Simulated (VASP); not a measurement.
# BaF2 (Fm-3m) in VASP: settings compared, part 2 of 2

VASP 6.6.1. Earlier steps stand in the parts before.

### Step 3. Relaxation of cell and atoms, PBE

This run uses another cell than the first one, of 19.86 Å³/atom.

Contents of INCAR:

```
SYSTEM = BaF2
ALGO = Normal ; EDIFF = 1E-7
EDIFFG = -0.005 ; ENCUT = 600
GGA = PE ; GGA_COMPAT = .False.
IBRION = 2 ; ISIF = 3
ISMEAR = -1 ; LASPH = .True.
LCHARG = .False. ; LREAL = .False.
LWAVE = .False. ; NELM = 120
NELMIN = 4 ; NSW = 80
PREC = Accurate ; SIGMA = 0.02
```

Contents of KPOINTS:

```
k-points
0
Gamma
  6 6 6
  0 0 0
```

Contents of POSCAR:

```
BaF2
1.0
    0.0000000000      3.1000500000      3.1000500000
    3.1000500000      0.0000000000      3.1000500000
    3.1000500000      3.1000500000      0.0000000000
Ba F
1 2
Direct
    0.0000000000      0.0000000000      0.0000000000
    0.2500000000      0.2500000000      0.2500000000
    0.7500000000      0.7500000000      0.7500000000
```

Potentials or basis: VASP PAW PBE potentials, release 64 (Ba_sv, F).

Command:

```sh
$ cat potpaw_PBE.64/Ba_sv/POTCAR potpaw_PBE.64/F/POTCAR > POTCAR
$ mpirun -np 1 vasp_std > vasp.out
```

OUTCAR:

```text
SYSTEM = BaF2
   EDIFF = 1E-7
   EDIFFG = -0.005
   ENCUT = 600
   GGA = PE
   IBRION = 2
   ISIF = 3
   ISMEAR = -1
   LASPH = .True.
   LREAL = .False.
   NELM = 120
   NELMIN = 4
   NSW = 80
   PREC = Accurate

 ion  position               nearest neighbor table
   1  0.000  0.000  0.000-   3 2.68   3 2.68   2 2.68   3 2.68   2 2.68   2 2.68   3 2.68   2 2.68

   2  0.250  0.250  0.250-   1 2.68   1 2.68   1 2.68   1 2.68
   3  0.750  0.750  0.750-   1 2.68   1 2.68   1 2.68   1 2.68

  LATTYP: Found a face centered cubic cell.
 ALAT       =     6.2001000000

  Lattice vectors:

 A1 = (   0.0000000000,   3.1000500000,   3.1000500000)
 A2 = (   3.1000500000,   0.0000000000,   3.1000500000)
 A3 = (   3.1000500000,   3.1000500000,   0.0000000000)

Analysis of symmetry for initial positions (statically):
=====================================================================
 Subroutine PRICEL returns:
 Original cell was already a primitive cell.

 Routine SETGRP: Setting up the symmetry group for a
 face centered cubic supercell.

 Subroutine GETGRP returns: Found 48 space group operations
 (whereof 48 operations were pure point group operations)
 out of a pool of 48 trial point group operations.

The static configuration has the point symmetry O_h .

Analysis of symmetry for dynamics (positions and initial velocities):
=====================================================================
 Subroutine PRICEL returns:
 Original cell was already a primitive cell.

 Routine SETGRP: Setting up the symmetry group for a
 face centered cubic supercell.

 Subroutine GETGRP returns: Found 48 space group operations
 (whereof 48 operations were pure point group operations)
 out of a pool of 48 trial point group operations.

The dynamic configuration has the point symmetry O_h .

 Subroutine INISYM returns: Found 48 space group operations
 (whereof 48 operations are pure point group operations),
 and found     1 'primitive' translations

----------------------------------------------------------------------------------------

                                     Primitive cell

  volume of cell :      59.5849

  direct lattice vectors                    reciprocal lattice vectors
     0.000000000  3.100050000  3.100050000    -0.161287721  0.161287721  0.161287721
     3.100050000  0.000000000  3.100050000     0.161287721 -0.161287721  0.161287721
     3.100050000  3.100050000  0.000000000     0.161287721  0.161287721 -0.161287721

  length of vectors
     4.384132754  4.384132754  4.384132754     0.279358528  0.279358528  0.279358528

  position of ions in fractional coordinates (direct lattice)
     0.000000000  0.000000000  0.000000000
     0.250000000  0.250000000  0.250000000
     0.750000000  0.750000000  0.750000000

  ion indices of the primitive-cell ions
   primitive index   ion index
                 1           1
                 2           2
                 3           3

----------------------------------------------------------------------------------------

 KPOINTS: k-points

Automatic generation of k-mesh.
 Grid dimensions read from file:
 generate k-points for:    6    6    6

 Generating k-lattice:

  Cartesian coordinates                     Fractional coordinates (reciprocal lattice)
    -0.026881287  0.026881287  0.026881287     0.166666667  0.000000000  0.000000000
     0.026881287 -0.026881287  0.026881287     0.000000000  0.166666667  0.000000000
     0.026881287  0.026881287 -0.026881287     0.000000000  0.000000000  0.166666667

  Length of vectors
     0.046559755  0.046559755  0.046559755

  Shift w.r.t. Gamma in fractional coordinates (k-lattice)
     0.000000000  0.000000000  0.000000000

 Subroutine IBZKPT returns following result:
 ===========================================

 Found     16 irreducible k-points:

 Following reciprocal coordinates:
            Coordinates               Weight
  0.000000  0.000000  0.000000      1.000000
  0.166667  0.000000  0.000000      8.000000
  0.333333  0.000000  0.000000      8.000000
  0.500000  0.000000  0.000000      4.000000
  0.166667  0.166667  0.000000      6.000000
  0.333333  0.166667  0.000000     24.000000
[... 8 lines left out ...]
 -0.333333  0.333333  0.166667     24.000000
 -0.333333  0.500000  0.166667     12.000000
   k-points           NKPTS =     16   k-points in BZ     NKDIM =     16   number of bands    NBANDS=     16
   number of dos      NEDOS =    301   number of ions     NIONS =      3
   total plane-waves  NPLWV =  46656
   dimension x,y,z NGX =    36 NGY =   36 NGZ =   36
   dimension x,y,z NGXF=    72 NGYF=   72 NGZF=   72
   ions per type =               1   2
   NGX,Y,Z   is equivalent  to a cutoff of  13.65, 13.65, 13.65 a.u.
   NGXF,Y,Z  is equivalent  to a cutoff of  27.30, 27.30, 27.30 a.u.
 SYSTEM =  BaF2
   PREC   = accura    normal or accurate (medium, high low for compatibility)
   ISTART =      0    job   : 0-new  1-cont  2-samecut
   ICHARG =      2    charge: 1-file 2-atom 10-const
   ISPIN  =      1    spin polarized calculation?
   LNONCOLLINEAR =      F non collinear calculations
   LSORBIT =      F    spin-orbit coupling
   LASPH  =      T    aspherical Exc in radial PAW
   ENCUT  =  600.0 eV  44.10 Ry    6.64 a.u.   8.76  8.76  8.76*2*pi/ulx,y,z
   NELM   =    120;   NELMIN=  4; NELMDL= -5     # of ELM steps
   EDIFF  = 0.1E-06   stopping-criterion for ELM
   LREAL  =      F    real-space projection
   EDIFFG = -.5E-02   stopping-criterion for IOM
   NSW    =     80    number of steps for IOM
   IBRION =      2    ionic relax: 0-MD 1-quasi-New 2-CG
   NFREE  =      1    steps in history (QN), initial steepest desc. (CG)
   ISIF   =      3    stress and relaxation
   ISYM   =      2    0-nonsym 1-usesym 2-fastsym
   POTIM  = 0.5000    time-step for ionic-motion
   TEBEG  =    0.0;   TEEND  =   0.0 temperature during run
   PSTRESS=    0.0 pullay stress
   NELECT =      24.0000    total number of electrons
   NUPDOWN=      -1.0000    fix difference up-down
   EMIN   =  10.00;   EMAX   =-10.00  energy-range for DOS
   EFERMI =   0.00;   METHOD = LEGACY
   ISMEAR =    -1;   SIGMA  =   0.02  broadening in eV -4-tet -1-fermi 0-gaus
   EFERMI_NEDOS =   21; number of points for ismear=-14 and -15
   IALGO  =     38    algorithm
   IMIX   =      4    mixing-type and parameters
     AMIX     =   0.40;   BMIX     =  1.00
     AMIX_MAG =   1.60;   BMIX_MAG =  1.00
  volume/ion in A,a.u.               =      19.86       134.03
  Fermi-wavevector in a.u.,A,eV,Ry     =   1.209019  2.284715 19.888011  1.461728
  Thomas-Fermi vector in A             =   2.344609
   LORBIT       =      0    0 simple, 1 ext, 2 COOP (PROOUT), +10 PAW based schemes
   GGA     = PE    functional components
   LHFCALC =     F    Hartree Fock is set to
   AEXX    =    0.0000 exact exchange contribution
   IVDW    =     0    specifies the selected vdW correction
   LEPSILON=     F    determine dielectric tensor
   LRPA    =     F    only Hartree local field effects (RPA)
 conjugate gradient relaxation of ions
 non-spin polarized calculation
  energy-cutoff  :      600.00
  volume of cell :       59.58
 maximum number of plane-waves:      2012
   NGX = 17   NGY = 17   NGZ = 17

--------------------------------------- Ionic step        1  -------------------------------------------

 number of electron      24.0000002 magnetization

 Free energy of the ion-electron system (eV)
  ---------------------------------------------------
  ext. energy  EPLUGINS =         0.00000000
  ---------------------------------------------------
  free energy    TOTEN  =       -17.11274505 eV

  energy without entropy =      -17.11274505  energy(sigma->0) =      -17.11274505

------------------------ aborting loop because EDIFF is reached ----------------------------------------

  FORCE on cell =-STRESS in cart. coord.  units (eV):
  Direction    XX          YY          ZZ          XY          YZ          ZX
  --------------------------------------------------------------------------------------
  -------------------------------------------------------------------------------------
  Total        0.8477478      0.8477478      0.8477478     -0.0000000      0.0000000      0.0000000
  in kB       22.7950812     22.7950812     22.7950812     -0.0000000      0.0000000      0.0000000
  external PRESSURE =      22.7950812 kB  Pullay stress =       0.0000000 kB
[... 59 lines left out ...]
  energy  without entropy=      -17.1289474693  energy(sigma->0) =      -17.12894747

--------------------------------------- Ionic step        3  -------------------------------------------

 number of electron      24.0000018 magnetization

 Free energy of the ion-electron system (eV)
  ---------------------------------------------------
  ext. energy  EPLUGINS =         0.00000000
  ---------------------------------------------------
  free energy    TOTEN  =       -17.12897439 eV

  energy without entropy =      -17.12897439  energy(sigma->0) =      -17.12897439

 E-fermi :  -1.7496     XC(G=0):  -8.5235

 val. band max:       -2.2323625210   @ k =  -0.1667   0.1667   0.0000
 cond. band min:       4.3685211909   @ k =   0.0000   0.0000   0.0000
 fundamental gap:      6.6008837119
 Fermi energy:        -1.7496079010

 k-point     1 :       0.0000    0.0000    0.0000
  band No.  band energies     occupation
      1     -25.4340      2.00000
      2     -21.0995      2.00000
      3     -21.0965      2.00000
      4     -10.3210      2.00000
      5     -10.3210      2.00000
      6     -10.3210      2.00000
[... 8 lines left out ...]
     15       6.8083      0.00000
     16       8.8517      0.00000
[... 313 lines left out ...]
  FREE ENERGIE OF THE ION-ELECTRON SYSTEM (eV)
  ---------------------------------------------------
  free  energy   TOTEN  =       -17.1289743940 eV

  energy  without entropy=      -17.1289743940  energy(sigma->0) =      -17.12897439

 reached required accuracy - stopping structural energy minimisation
```

CONTCAR:

```text
BaF2
   1.00000000000000
    -0.0000000000000000    3.1406137758548427    3.1406137758548427
     3.1406137758548427   -0.0000000000000000    3.1406137758548427
     3.1406137758548427    3.1406137758548427    0.0000000000000000
  Ba              F
     1     2
Direct
     0.0000000000000000    0.0000000000000000    0.0000000000000000
     0.2500000000000000    0.2500000000000000    0.2500000000000000
     0.7500000000000000    0.7500000000000000    0.7500000000000000

  0.00000000E+00  0.00000000E+00  0.00000000E+00
  0.00000000E+00  0.00000000E+00  0.00000000E+00
  0.00000000E+00  0.00000000E+00  0.00000000E+00
```

Wall time 48 s (1 thread of Intel Xeon Platinum 8488C (Sapphire Rapids), shared host); peak memory 0.2 GiB.

Results:

- Free energy: -17.1290 eV
- Relaxed volume: 20.65 Å³/atom
- Relaxed cell: a = 4.441 Å, b = 4.441 Å, c = 4.441 Å, α = 60.00°, β = 60.00°, γ = 60.00°
- Space group after relaxing (to 0.1 Å): Fm-3m (No. 225)
- Energy gained by relaxing: 5.4 meV/atom
- Ionic steps: 3
- Pressure after relaxing: 0.0 GPa
- Band gap on the k mesh: 6.60 eV (least direct gap 6.65 eV)

Step by step:
```tsv
step	energy change (eV)	largest force (eV/Å)	pressure (GPa)	volume (Å³)
1	0.0000	0.0000	2.28	59.58
2	-0.0162	0.0000	-0.08	62.06
3	-0.0162	0.0000	0.00	61.95
```

Final structure:
```yaml
crystal:
  lattice:
    - [0.00000, 3.14061, 3.14061]
    - [3.14061, 0.00000, 3.14061]
    - [3.14061, 3.14061, 0.00000]
  atoms:
    - { symbol: Ba, position: [0.00000, 0.00000, 0.00000] }
    - { symbol: F, position: [0.25000, 0.25000, 0.25000] }
    - { symbol: F, position: [0.75000, 0.75000, 0.75000] }
```

Caveat: spin-orbit coupling is left out, which moves the levels of the heavy elements. A k mesh can miss the band edges.
